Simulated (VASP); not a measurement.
Here is a VASP 6.6.1 calculation.

File POSCAR:

```
CdSe
1.0
    4.3000000000      0.0000000000      0.0000000000
   -2.1500000000      3.7239092363      0.0000000000
    0.0000000000      0.0000000000      7.0200000000
Cd Se
2 2
Direct
    0.6666666667      0.3333333333      0.5000000000
    0.3333333333      0.6666666667      0.0000000000
    0.6666666667      0.3333333333      0.8850000000
    0.3333333333      0.6666666667      0.3850000000
```

INCAR.step1

```
PREC = Accurate ; ENCUT = 520
EDIFF = 1E-6 ; ISMEAR = -1
SIGMA = 0.05 ; LREAL = False
LASPH = True ; NELM = 150
ALGO = Normal ; ISIF = 2
LWAVE = False ; LCHARG = True
ISPIN = 2 ; MAGMOM = 0.5 -0.25 0 0
GGA = PS ; NBANDS = 30
```

The input KPOINTS.step1:

```
regular mesh
0
Gamma
  7 7 4
```

The input INCAR.step2:

```
PREC = Accurate ; ENCUT = 520
EDIFF = 1E-6 ; ISMEAR = -5
SIGMA = 0.05 ; LREAL = False
LASPH = True ; NELM = 150
ALGO = Normal ; ISIF = 2
LWAVE = False ; LCHARG = False
ISPIN = 2 ; MAGMOM = 0.5 -0.25 0 0
LORBIT = 11 ; GGA = PS
NEDOS = 2001 ; ICHARG = 11
```

The input KPOINTS.step2:

```
regular mesh
0
Gamma
  11 11 6
```

Potentials or basis: VASP PAW PBE potentials, release 64 (Cd, Se).

The run is started by

```sh
$ cat potpaw_PBE.64/Cd/POTCAR potpaw_PBE.64/Se/POTCAR > POTCAR
$ cp INCAR.step1 INCAR
$ cp KPOINTS.step1 KPOINTS
$ mpirun -np 1 vasp_std > vasp.out
$ cp INCAR.step2 INCAR
$ cp KPOINTS.step2 KPOINTS
$ mpirun -np 1 vasp_std > vasp.out
```

**Question.** What does it give for the net moment?

**Answer.** 0.00 μB per cell.
